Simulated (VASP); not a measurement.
HfN: electric field gradients with PBE

Crystal: HfN.

```
Hf N
1.0
     0.09023    2.30098    2.30098
     2.30098    0.09023    2.30098
     2.30098    2.30098    0.09023
Hf N
1 1
Direct
  0.00000 0.00000 0.00000
  0.50000 0.50000 0.50000
```

This cell differs from its parent crystal: equal xy, yz and zx shear strains of +4 %.

```
Program                : VASP 6.6.1
Task                   : electric field gradients
Functional             : PBE
Potentials or basis    : VASP PAW PBE potentials, release 64 (Hf_pv, N)
Cutoff                 : 520 eV
k mesh                 : 16 × 16 × 16
Occupations            : fermi-dirac, width 0.05 eV
Spin                   : no spin polarisation
Dipole correction      : no
Further INCAR settings : ALGO = Normal; EDIFF = 1e-08; NBANDS = 14
```

| Property | Result |
| --- | --- |
| Pressure | 4.7 GPa |
| Band gap on the k mesh | zero (an odd number of electrons rules out a gap without spin polarisation) |
| Largest electric field gradient by atom | Hf -27.1; N +5.6 V/Å² |

Stress tensor (GPa, compression positive):
```
 4.72 -5.05 -5.05
-5.05  4.72 -5.05
-5.05 -5.05  4.72
```

Levels at points of the mesh, in eV from the Fermi level:
```csv
k point,band 3,band 4,band 5,band 6,band 7,band 8,band 9,band 10,band 11,band 12
"(0.00, 0.00, 0.00)",-31.09,-17.51,-3.22,-2.88,-2.88,-1.03,-0.07,-0.07,2.00,2.06
"(0.50, 0.00, 0.00)",-31.22,-14.73,-8.87,-6.56,-5.99,2.64,4.15,4.34,4.44,8.90
"(0.50, 0.50, 0.00)",-31.39,-16.41,-5.40,-3.83,-3.80,-3.52,4.07,5.27,5.66,5.78
"(0.50, 0.50, 0.50)",-31.15,-14.86,-8.96,-5.82,-5.82,3.04,3.41,3.41,4.69,8.58
```

Electric field gradients, principal values (V/Å²):
| atom | least | middle | greatest (by size) |
| --- | --- | --- | --- |
| 1 Hf | 13.549 | 13.549 | -27.098 |
| 2 N | -2.813 | -2.813 | 5.626 |

Run time: 44 s on 1 thread of Intel(R) Xeon(R) 6975P-C (Granite Rapids) (shared host), peak memory 0.26 GiB.

Caveat: the cell differs from its parent crystal (equal xy, yz and zx shear strains of +4 %); the cell stands under pressure; without QUAD_EFG the Cq values of the log hold for a quadrupole moment of 1 mb, not for the nuclei; spin-orbit coupling is left out, which moves the levels of the heavy elements.
